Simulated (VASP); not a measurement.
Runs of VASP 6.6.1 on SnSe2. The structure is that of space group P-3m1 (No. 164), or close to it. The cells are those of the table. 

```csv
cell,smearing,gap on the mesh (eV),pressure (GPa),largest force (eV/Å)
"a = 3.902, b = 3.902, c = 6.109 Å, angles 90.0, 90.0, 120.0°, 3 atoms",gaussian 0.01 eV,0.83,-0.7,0.02
"a = 3.863, b = 3.863, c = 6.173 Å, angles 90.0, 90.0, 120.0°, 3 atoms",gaussian 0.01 eV,0.94,0.1,0.02
"a = 3.672, b = 3.672, c = 6.428 Å, angles 90.0, 90.0, 120.0°, 3 atoms",gaussian 0.01 eV,0.71,(b),0.02
"a = 3.825, b = 3.825, c = 6.227 Å, angles 90.0, 90.0, 120.0°, 3 atoms",gaussian 0.01 eV,1.01,1.0,0.02
"a = 3.978, b = 3.978, c = 5.965 Å, angles 90.0, 90.0, 120.0°, 3 atoms",fermi-dirac 0.02 eV,0.48,-1.9,0.01
"a = 3.787, b = 3.787, c = 6.287 Å, angles 90.0, 90.0, 120.0°, 3 atoms",gaussian 0.01 eV,0.98,1.9,0.02
"a = 3.749, b = 3.749, c = 6.340 Å, angles 90.0, 90.0, 120.0°, 3 atoms",gaussian 0.01 eV,(c),(a),0.02
"a = 3.710, b = 3.710, c = 6.385 Å, angles 90.0, 90.0, 120.0°, 3 atoms",gaussian 0.01 eV,(d),4.0,0.02
```

Alike in all rows: task single point; level r2SCAN; potentials or basis VASP PAW PBE potentials, release 64 (Sn_d, Se); no spin polarisation; k mesh 12 × 12 × 4; cutoff (eV) 520.

**Question.** Fill in the values left out.

**Answer.** (a) 2.9; (b) 5.3; (c) 0.89; (d) 0.80.

Caveats: the PAW data sets were made with another functional, which shifts forces and pressure a little; spin-orbit coupling is left out, which moves the levels of the heavy elements; the cell stands under pressure (at least some runs).

A k mesh can miss the band edges, and the runs leave out spin-orbit coupling on Se, Sn.
